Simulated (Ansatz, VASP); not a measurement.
Si in VASP and in Ansatz

```
Si
1.0
     3.96541    0.00000    0.00000
    -1.98271    3.20189    0.00000
     0.00000    0.00000    6.33262
Si
4
Direct
  0.33333 0.66667 0.06301
  0.66667 0.33333 0.56301
  0.33333 0.66667 0.43699
  0.66667 0.33333 0.93699
```

Change from the starting cell: strain +0.0350 x Voigt [1, -1, 0, 0, 0, 0], atoms carried along.

Alike in both runs: task single point; functional PBEsol; k mesh 12 × 12 × 6; occupations gaussian, width 0.03 eV; no spin polarisation.

|  | VASP | Ansatz |
| --- | --- | --- |
| version | VASP 6.6.1 | Ansatz 0.2.0 |
| potentials or method | VASP PAW PBE potentials, release 64 (Si), cutoff 520 eV | scalar-relativistic, plane waves, PAW |
| valence electrons in the cell | 16 | 16 |

```tsv
	VASP	Ansatz	Ansatz less VASP
gap on the k mesh at the Fermi level (eV)	none	none	-
pressure (GPa)	0.1	-0.1	-0.11
traceless stress, the component that is largest in VASP (GPa)	6.27	6.24	-0.023
rms of the force components (eV/Å)	0.376	0.373	-0.0031
```

VASP's potentials were made for PBE, not for PBEsol. Atom by atom the forces differ by 0.003 eV/Å (rms over components). A gap of «none» marks a metal or a gap that the smearing closes. The functional is the same, so the differences come from potentials, cutoffs and numerics.
